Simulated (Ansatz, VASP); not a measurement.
# Li2SiS3: VASP beside Ansatz

INCAR

```
SYSTEM = Li2SiS3
  PREC = Accurate
  ENCUT = 600
  EDIFF = 1E-6
  ISMEAR = 0
  SIGMA = 0.1
  LREAL = .False.
  LASPH = .True.
  NELM = 60
  ALGO = Normal
  ISIF = 3
  LWAVE = .False.
  LCHARG = .False.
  GGA = PE
  IBRION = 2
  NSW = 90
  EDIFFG = -0.04
```

Contents of KPOINTS:

```
regular mesh
0
Gamma
  6 6 4
  0 0 0
```

The input POSCAR:

```
Li2SiS3
1.0
    4.6067584900      0.0000000000      0.0000000000
   -2.3033792400      3.9895698800      0.0000000000
    0.0000000000      0.0000000000      7.1361053400
Li Si S
2 1 3
Direct
    0.3333333300      0.6666666700      0.0000000000
    0.6666666700      0.3333333300      0.0000000000
    0.0000000000      0.0000000000      0.5000000000
    0.5000000000      0.0000000000      0.5000000000
    0.0000000000      0.5000000000      0.5000000000
    0.5000000000      0.5000000000      0.5000000000
```

Input for Ansatz:

```yaml
crystal:
  lattice:
    - [4.60675849, 0.0, 0.0]
    - [-2.30337924, 3.98956988, 0.0]
    - [0.0, 0.0, 7.13610534]
  atoms:
    - { symbol: Li, position: [0.33333333, 0.66666667, 0.0] }
    - { symbol: Li, position: [0.66666667, 0.33333333, 0.0] }
    - { symbol: Si, position: [0.0, 0.0, 0.5] }
    - { symbol: S, position: [0.5, 0.0, 0.5] }
    - { symbol: S, position: [0.0, 0.5, 0.5] }
    - { symbol: S, position: [0.5, 0.5, 0.5] }
basis:
  ecutwfc: 420
kpoints:
  mp_grid: { grid: [6, 6, 4] }
hamiltonian:
  xc: pbe
scf:
  occupations: { method: gaussian, width: 0.1 }
  lower_state_search: "off"
output:
  forces: true
  stress: true
  eigenvalues: true
relax:
  adjacent_minimum: "off"
  f_tol: 0.04
  max_steps: 70
  cell: { stress_tol: 0.4 }
```

Alike in both runs: task relaxation of cell and atoms; functional PBE; k mesh 6 × 6 × 4; occupations gaussian, width 0.1 eV; no spin polarisation.

```csv
,VASP,Ansatz
version,VASP 6.6.1,Ansatz 0.2.0
potentials or method,"VASP PAW PBE potentials, release 64 (Li_sv, Si, S), cutoff 600 eV","scalar-relativistic, plane waves, PAW"
valence electrons in the cell,28,28
```

VASP gave:

* gap on the k mesh at the Fermi level, each at its own relaxed structure (eV): none
* relaxed volume (Å³/atom): 17.36
* relaxed cell length with the largest relative difference (Å): 5.592

**Question.** Which values does Ansatz return?

**Answer.** gap on the k mesh at the Fermi level, each at its own relaxed structure (eV): none; relaxed volume (Å³/atom): 17.37; relaxed cell length with the largest relative difference (Å): 5.596.

A gap of «none» marks a metal or a gap that the smearing closes.

Noted on VASP's run: the cutoff is short for stress, so the pressure is rough; the volume moved by over 15 % at a fixed basis, so the end points are rough.
